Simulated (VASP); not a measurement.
A run of VASP 6.6.1 is set up as follows.

Contents of POSCAR:

```
CaF2
1.0
    0.0000000000      2.7096196622      2.7096196622
    2.7096196622      0.0000000000      2.7096196622
    2.7096196622      2.7096196622      0.0000000000
Ca F
1 2
Direct
    0.0000000000      0.0000000000      0.0000000000
    0.2500000000      0.2500000000      0.2500000000
    0.7500000000      0.7500000000      0.7500000000
```

INCAR.step1

```
SYSTEM = CaF2
  ALGO = Normal
  EDIFF = 1E-5
  ENCUT = 660
  GGA = PE
  GGA_COMPAT = .FALSE.
  ISMEAR = 0
  LASPH = .TRUE.
  LCHARG = .FALSE.
  LREAL = .FALSE.
  LWAVE = .TRUE.
  NBANDS = 19
  NELM = 120
  PREC = Accurate
  SIGMA = 0.01
```

File INCAR.step2:

```
SYSTEM = CaF2
  ALGO = Normal
  EDIFF = 1E-6
  ENCUT = 660
  GGA_COMPAT = .FALSE.
  ISIF = 2
  ISMEAR = 0
  ISTART = 1
  LASPH = .TRUE.
  LCHARG = .FALSE.
  LMIXTAU = .TRUE.
  LREAL = .FALSE.
  LWAVE = .FALSE.
  METAGGA = R2SCAN
  NBANDS = 19
  NELM = 120
  PREC = Accurate
  SIGMA = 0.01
```

The input KPOINTS:

```
k-points
0
G
  8 8 8
  0 0 0
```

Potentials or basis: VASP PAW PBE potentials, release 64 (Ca_sv, F).

Run with:

```bash
$ cat potpaw_PBE.64/Ca_sv/POTCAR potpaw_PBE.64/F/POTCAR > POTCAR
$ cp INCAR.step1 INCAR
$ mpirun -np 1 vasp_std > vasp.out
$ cp INCAR.step2 INCAR
$ mpirun -np 1 vasp_std > vasp.out
```

(1) Estimate the pressure.

(2) Predict the band gap on the k mesh.

Results:

(1) 1.5 GPa.

(2) 8.09 eV (least direct gap 8.35 eV).

Caveat: the PAW data sets were made with another functional, which shifts forces and pressure a little.
